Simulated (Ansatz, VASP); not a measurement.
**AlN: VASP beside Ansatz**

Contents of INCAR:

```
PREC = Accurate
ENCUT = 520
EDIFF = 1E-6
ISMEAR = 0
SIGMA = 0.05
LREAL = F
LASPH = T
NELM = 60
ALGO = Normal
ISIF = 2
LWAVE = F
LCHARG = T
GGA = PE
LELF = T
LVHAR = T
NBANDS = 16
```

The input KPOINTS:

```
Automatic mesh
0
Gamma
  12 12 6
```

The input POSCAR:

```
AlN
1.0
    3.1302395627      0.0000000000      0.0000000000
   -1.5651197814      2.7108669813      0.0000000000
    0.0000000000      0.0000000000      5.0179796546
Al N
2 2
Direct
    0.3333333333      0.6666666667     -0.0879488083
    0.6666666667      0.3333333333      0.5017287175
    0.3333333333      0.6666666667      0.3832712825
    0.6666666667      0.3333333333      0.8832712825
```

Input for Ansatz:

```yaml
crystal:
  lattice:
    - [3.1302395627, 0.0, 0.0]
    - [-1.5651197814, 2.7108669813, 0.0]
    - [0.0, 0.0, 5.0179796546]
  atoms:
    - { symbol: Al, position: [0.3333333333, 0.6666666667, -0.0879488083] }
    - { symbol: Al, position: [0.6666666667, 0.3333333333, 0.5017287175] }
    - { symbol: "N", position: [0.3333333333, 0.6666666667, 0.3832712825] }
    - { symbol: "N", position: [0.6666666667, 0.3333333333, 0.8832712825] }
basis:
  ecutwfc: 420
kpoints:
  mp_grid: { grid: [12, 12, 6] }
hamiltonian:
  xc: pbe
scf:
  occupations: { method: gaussian, width: 0.05 }
output:
  forces: true
  stress: true
  eigenvalues: true
```

Alike in both runs: task single point; functional PBE; k mesh 12 × 12 × 6; occupations gaussian, width 0.05 eV; no spin polarisation.

|  | VASP | Ansatz |
| --- | --- | --- |
| version | VASP 6.6.1 | Ansatz 0.2.0 |
| potentials or method | VASP PAW PBE potentials, release 64 (Al, N), cutoff 520 eV | scalar-relativistic, plane waves, PAW |
| valence electrons in the cell | 16 | 16 |

VASP gave:

```
gap on the k mesh at the Fermi level (eV)                     : 2.99
least direct gap on the mesh (eV)                             : 2.99
pressure (GPa)                                                : 6.1
traceless stress, the component that is largest in VASP (GPa) : -10.89
rms of the force components (eV/Å)                            : 1.412
```

**Question.** What did Ansatz give for the same quantities?

**Answer.** gap on the k mesh at the Fermi level (eV): 2.98; least direct gap on the mesh (eV): 2.98; pressure (GPa): 6.3; traceless stress, the component that is largest in VASP (GPa): -10.92; rms of the force components (eV/Å): 1.411.

Atom by atom the forces differ by 0.004 eV/Å (rms over components). The functional is the same, so the differences come from potentials, cutoffs and numerics.
